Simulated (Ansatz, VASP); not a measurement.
# Ta: VASP beside Ansatz

File INCAR:

```
SYSTEM = Ta
PREC = Accurate ; ENCUT = 520
EDIFF = 1E-6 ; ISMEAR = -1
SIGMA = 0.05 ; LREAL = .False.
LASPH = .True. ; NELM = 60
ALGO = Normal ; ISIF = 2
LWAVE = .False. ; LCHARG = .True.
GGA = PE ; LELF = .True.
LVHAR = .True. ; NBANDS = 24
```

KPOINTS

```
regular mesh
0
Gamma
  9 9 12
  0 0 0
```

POSCAR

```
Ta
1.0
    4.5758903815      0.0000000000      0.0000000000
   -2.2879451908      3.9628373153      0.0000000000
    0.0000000000      0.0000000000      2.5907914313
Ta
3
Direct
    0.0000000000      0.0000000000      0.0000000000
    0.3333333333      0.6666666667      0.5000000000
    0.6666666667      0.3333333333      0.5000000000
```

Input for Ansatz:

```yaml
crystal:
  lattice:
    - [4.5758903815, 0.0, 0.0]
    - [-2.2879451908, 3.9628373153, 0.0]
    - [0.0, 0.0, 2.5907914313]
  atoms:
    - { symbol: Ta, position: [0.0, 0.0, 0.0] }
    - { symbol: Ta, position: [0.3333333333, 0.6666666667, 0.5] }
    - { symbol: Ta, position: [0.6666666667, 0.3333333333, 0.5] }
kpoints:
  mp_grid: { grid: [9, 9, 12] }
scf:
  occupations: { method: fermi_dirac, width: 0.05 }
hamiltonian:
  xc: pbe
  pseudopotentials: { kind: all_electron, lapw: { basis_error: 0.001 } }
output:
  forces: true
  stress: true
  eigenvalues: true
  populations: true
```

Change from the starting cell: volume scaled by 0.84, LAPW.

Alike in both runs: task single point; functional PBE; k mesh 9 × 9 × 12; occupations fermi-dirac, width 0.05 eV; no spin polarisation.

```csv
,VASP,Ansatz
version,VASP 6.6.1,Ansatz 0.2.0
potentials or method,"VASP PAW PBE potentials, release 64 (Ta_pv), cutoff 520 eV","all-electron LAPW, scalar-relativistic"
```

Ansatz gave:

```
pressure (GPa)                                                : 43.7
traceless stress, the component that is largest in VASP (GPa) : -0.13
```

What did VASP give for the same quantities?

Pressure (GPa): 44.8; traceless stress, the component that is largest in VASP (GPa): 0.08.

Both programs put the cell under a high pressure, so it lies far from rest at this level. Ansatz ran all-electron here, and VASP with PAW potentials.

Spin-orbit coupling is off throughout.
